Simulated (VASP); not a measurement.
A run of VASP 6.6.1:

INCAR

```
ALGO = Normal ; EDIFF = 1E-7
ENCUT = 520 ; ISIF = 2
ISMEAR = -1 ; ISPIN = 2
LASPH = T ; LCHARG = F
LMAXMIX = 4 ; LORBIT = 11
LREAL = F ; LWAVE = F
MAGMOM = 1.05 0.07 ; NBANDS = 24
NELM = 150 ; NUPDOWN = 1.2
PREC = Accurate ; SIGMA = 0.05
```

File KPOINTS:

```
k-points
0
Gamma
  10 10 10
```

Contents of POSCAR:

```
VRu
1.0
    2.9900000000      0.0000000000      0.0000000000
    0.0000000000      2.9900000000      0.0000000000
    0.0000000000      0.0000000000      2.9900000000
V Ru
1 1
Direct
    0.5000000000      0.5000000000      0.5000000000
    0.0000000000      0.0000000000      0.0000000000
```

Potentials or basis: VASP PAW LDA potentials, release 64 (V_sv, Ru_pv).

Launch:

```bash
$ cat potpaw_LDA.64/V_sv/POTCAR potpaw_LDA.64/Ru_pv/POTCAR > POTCAR
$ mpirun -np 1 vasp_std > vasp.out
```

Hardware: 1 thread of Intel Xeon 8259CL (shared host).

Question: How long does it take, and how much memory?

Answer: Wall time 89 s on 1 thread of Intel Xeon 8259CL, with other jobs on the host, peak memory 0.17 GiB. Counts: scf iterations 16, k points 56.
